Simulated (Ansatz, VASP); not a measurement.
**One calculation of HRh2, two programs**

```
H Rh
1.0
     0.00000    2.55910    2.55910
     2.55910    0.00000    2.55910
     2.55910    2.55910    0.00000
H Rh
1 2
Direct
  0.00000 0.00000 0.00000
  0.25000 0.25000 0.25000
  0.75000 0.75000 0.75000
```

Alike in both runs: task single point; functional PBE; k mesh 9 × 9 × 9; occupations fermi-dirac, width 0.05 eV; no spin polarisation.

|  | VASP | Ansatz |
| --- | --- | --- |
| version | VASP 6.6.1 | Ansatz 0.2.0 |
| potentials or method | VASP PAW PBE potentials, release 64 (H, Rh_pv) | Ansatz PAW |
| plane-wave cutoff (eV) | 520 | 420 |
| valence electrons in the cell | 31 | 35 |

|  | VASP | Ansatz | Ansatz less VASP |
| --- | --- | --- | --- |
| gap on the k mesh at the Fermi level (eV) | none | none | - |
| pressure (GPa) | 4.2 | 4.2 | -0.03 |

A gap of «none» marks a metal or a gap that the smearing closes. VASP's potentials hold 31 valence electrons a cell and Ansatz's 35, so a difference there can come from the potentials and not from the codes.
